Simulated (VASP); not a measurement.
Crystal: Hf3Ti.

```
Hf Ti
1.0
     4.15176    0.00000    0.00000
     0.00000    4.15176    0.00000
     0.00000    0.00000    4.15176
Hf Ti
3 1
Direct
  0.00000 0.50000 0.50000
  0.50000 0.00000 0.50000
  0.50000 0.50000 0.00000
  0.00000 0.00000 0.00000
```

- Program: VASP 6.6.1
- Task: relaxation of cell and atoms
- Functional: PBE
- Potentials or basis: VASP PAW PBE potentials, release 64 (Hf_pv, Ti_sv)
- Cutoff: 600 eV
- k mesh: 4 × 4 × 4
- Occupations: gaussian, width 0.1 eV
- Spin: no spin polarisation

At the start: pressure 23.9 GPa; volume 17.89 Å³/atom.

Task: Where does the relaxation end?

Result: Over 4 steps the energy falls by 217.9 meV/atom and the volume is 21.27 Å³/atom (+18.9 %); space group Pm-3m (No. 221, to 0.1 Å) before and after.

The path:
| step | energy change (eV) | largest force (eV/Å) | pressure (GPa) | volume (Å³) |
| --- | --- | --- | --- | --- |
| 1 | 0.0000 | 0.0000 | 23.94 | 71.56 |
| 2 | 0.0565 | 0.0000 | -14.50 | 102.97 |
| 3 | -0.8709 | 0.0000 | -0.50 | 85.45 |
| 4 | -0.8715 | 0.0000 | -0.07 | 85.09 |

Final structure:
```cif
data_structure
_symmetry_space_group_name_H-M 'P 1'
_symmetry_Int_Tables_number 1
_cell_length_a 4.3984
_cell_length_b 4.3984
_cell_length_c 4.3984
_cell_angle_alpha 90.000
_cell_angle_beta 90.000
_cell_angle_gamma 90.000
_cell_volume 85.09
loop_
_atom_site_label
_atom_site_type_symbol
_atom_site_fract_x
_atom_site_fract_y
_atom_site_fract_z
_atom_site_occupancy
Hf1 Hf 0.00000 0.50000 0.50000 1
Hf2 Hf 0.50000 0.00000 0.50000 1
Hf3 Hf 0.50000 0.50000 0.00000 1
Ti1 Ti 0.00000 0.00000 0.00000 1
```

Caveat: the k points lie up to 0.36 Å⁻¹ apart in the final cell, too coarse for converged energies and pressures of a metal; the volume moved by over 15 % at a fixed basis, so the end points are rough.
